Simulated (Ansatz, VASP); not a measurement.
# One calculation of C, two programs

```
C
1.0
     0.00000    1.51873    1.51873
     1.51873    0.00000    1.51873
     1.51873    1.51873    0.00000
C
1
Direct
  0.00000 0.00000 0.00000
```

Alike in both runs: functional PBEsol; k mesh 24 × 24 × 24; occupations fermi-dirac, width 0.08 eV; no spin polarisation.

Ansatz relaxed the structure, and its values are those at the end. VASP's run is a single point on that final structure, the one shown.

|  | VASP | Ansatz |
| --- | --- | --- |
| version | VASP 6.6.1 | Ansatz 0.2.0 |
| potentials or method | VASP PAW PBE potentials, release 64 (C) | PAW with Ansatz's default frozen-core files, scalar-relativistic |
| plane-wave cutoff (eV) | 520 | 420 |
| valence electrons in the cell | 4 | 4 |

```csv
,VASP,Ansatz,Ansatz less VASP
pressure (GPa),0.3,0.0,-0.22
```

VASP's potentials were made for PBE, not for PBEsol. The functional is the same, so the differences come from potentials, cutoffs and numerics.
